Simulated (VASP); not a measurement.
Here is a VASP 6.6.1 calculation.

The input POSCAR:

```
Sb
1.0
    3.0825656805     -4.3623498888      0.0000000000
    3.0825656805      4.3623498888      0.0000000000
    0.0000000000      0.0000000000      4.3729775783
Sb
4
Direct
    0.1250019374      0.8749980626      0.2500533058
    0.6250019374      0.3749980626      0.2499466942
    0.8749980626      0.1250019374      0.7499466942
    0.3749980626      0.6250019374      0.7500533058
```

Contents of INCAR.step1:

```
SYSTEM = Sb
  PREC = Accurate
  ENCUT = 520
  ISMEAR = 0
  SIGMA = 0.1
  LREAL = .FALSE.
  LASPH = .TRUE.
  NELM = 100
  NBANDS = 18
  GGA = PE
  ALGO = Normal
  EDIFF = 1E-4
  LWAVE = .TRUE.
  LCHARG = .FALSE.
```

INCAR.step2

```
SYSTEM = Sb
  PREC = Accurate
  ENCUT = 520
  EDIFF = 1E-7
  ISMEAR = 0
  SIGMA = 0.1
  LREAL = .FALSE.
  LASPH = .TRUE.
  NELM = 100
  ALGO = Normal
  ISIF = 2
  LWAVE = .FALSE.
  LCHARG = .TRUE.
  METAGGA = R2SCAN
  LMIXTAU = .TRUE.
  LELF = .TRUE.
  LVHAR = .TRUE.
  NBANDS = 18
  ISTART = 1
```

Contents of KPOINTS:

```
regular mesh
0
G
  10 10 10
  0 0 0
```

Potentials or basis: VASP PAW PBE potentials, release 64 (Sb).

Command:

```console
$ cat potpaw_PBE.64/Sb/POTCAR > POTCAR
$ cp INCAR.step1 INCAR
$ mpirun -np 1 vasp_std > vasp.out
$ cp INCAR.step2 INCAR
$ mpirun -np 1 vasp_std > vasp.out
```

(1) Predict the band gap on the k mesh.

(2) Estimate the pressure.

## Answers

(1) zero (band 10 reaches 8.40 eV, above the bottom of band 11 at 6.21 eV).

(2) 0.0 GPa.

Caveat: the PAW data sets were made with another functional, which shifts forces and pressure a little; spin-orbit coupling is left out, which moves the levels of the heavy elements.
